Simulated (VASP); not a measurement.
Runs of VASP 6.6.1 on Sn. The structure is that of space group I4_1/amd (No. 141), or close to it. The cells are those of the table. 

| cell | gap on the mesh (eV) | pressure (GPa) |
| --- | --- | --- |
| a = 4.428, b = 4.428, c = 4.425 Å, angles 97.2, 97.2, 138.4°, 2 atoms | none | (a) |
| a = 4.306, b = 4.306, c = 4.304 Å, angles 97.2, 97.2, 138.4°, 2 atoms | none | 5.5 |
| a = 4.368, b = 4.368, c = 4.366 Å, angles 97.2, 97.2, 138.4°, 2 atoms | none | 2.4 |
| a = 4.486, b = 4.486, c = 4.484 Å, angles 97.2, 97.2, 138.4°, 2 atoms | none | -2.1 |

Alike in all rows: task single point; level PBEsol; potentials or basis VASP PAW PBE potentials, release 64 (Sn_d); no spin polarisation; k mesh 19 × 19 × 13; cutoff (eV) 520; smearing fermi-dirac 0.1 eV.

Fill in the values left out.

(a) -0.1.

Caveats: the PAW data sets were made with another functional, which shifts forces and pressure a little; spin-orbit coupling is left out, which moves the levels of the heavy elements; the cell stands under pressure (at least some runs).

A k mesh can miss the band edges, and the runs leave out spin-orbit coupling on Sn.

A gap of «none» marks levels without a gap at the run's occupations.
